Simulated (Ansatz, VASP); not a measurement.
# Two plane-wave programs on Cu

```
Cu
1.0
     0.00000    1.76950    1.86025
     1.76950    0.00000    1.86025
     1.76950    1.76950    0.00000
Cu
1
Direct
  0.00000 0.00000 0.00000
```

Change from the starting cell: strain -0.025 along x and y, +0.025 along z, atoms carried along.

Alike in both runs: task single point; functional PBE; k mesh 28 × 28 × 28; occupations gaussian, width 0.15 eV; no spin polarisation.

|  | VASP | Ansatz |
| --- | --- | --- |
| version | VASP 6.6.1 | Ansatz 0.2.0 |
| potentials or method | VASP PAW PBE potentials, release 64 (Cu), cutoff 520 eV | scalar-relativistic, plane waves, PAW |
| valence electrons in the cell | 11 | 19 |

Ansatz gave:

| Property | Result |
| --- | --- |
| gap on the k mesh at the Fermi level (eV) | none |
| pressure (GPa) | 4.0 |
| traceless stress, the component that is largest in VASP (GPa) | -2.48 |

Task: What did VASP give for the same quantities?

Result: gap on the k mesh at the Fermi level (eV): none; pressure (GPa): 4.7; traceless stress, the component that is largest in VASP (GPa): -2.46.

A gap of «none» marks a metal or a gap that the smearing closes. VASP's potentials hold 11 valence electrons a cell and Ansatz's 19, so a difference there can come from the potentials and not from the codes.
